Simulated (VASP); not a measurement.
Wanted: the native input for a VASP 6.6.1 run.

| Quantity | Value |
| --- | --- |
| Task | single point |
| Functional | PBE |
| Potentials or basis | VASP PAW PBE potentials, release 64 (Si, C) |
| Cutoff | 600 eV |
| k mesh | 9 × 9 × 9 |
| Occupations | gaussian, width 0.01 eV |
| Spin | no spin polarisation |
| Dipole correction | no |
| Further INCAR settings | ALGO = Normal; EDIFF = 1e-06; NBANDS = 11 |

The structure of SiC (Moissanite 3C) lies in POSCAR:

```
SiC
1.0
    0.0000000000      2.1790000000      2.1790000000
    2.1790000000      0.0000000000      2.1790000000
    2.1790000000      2.1790000000      0.0000000000
Si C
1 1
Direct
    0.0000000000      0.0000000000      0.0000000000
    0.2500000000      0.2500000000      0.2500000000
```

These files were run (other wordings do the same):

INCAR

```
SYSTEM = SiC
PREC = Accurate
ENCUT = 600
EDIFF = 1E-6
ISMEAR = 0
SIGMA = 0.01
LREAL = .FALSE.
LASPH = .TRUE.
NELM = 120
ALGO = Normal
ISIF = 2
LWAVE = .FALSE.
LCHARG = .FALSE.
GGA = PE
NBANDS = 11
GGA_COMPAT = .FALSE.
```

KPOINTS

```
Automatic mesh
0
G
  9 9 9
  0 0 0
```

Potentials or basis: VASP PAW PBE potentials, release 64 (Si, C).

Launch:

```console
$ cat potpaw_PBE.64/Si/POTCAR potpaw_PBE.64/C/POTCAR > POTCAR
$ mpirun -np 1 vasp_std > vasp.out
```

Results of the run:

```
Pressure               : 3.1 GPa
Band gap on the k mesh : 1.50 eV, indirect (least direct gap 4.62 eV)
```

It took 16 s on 1 thread of Intel Xeon 8259CL, on a shared host, peak memory 0.15 GiB.
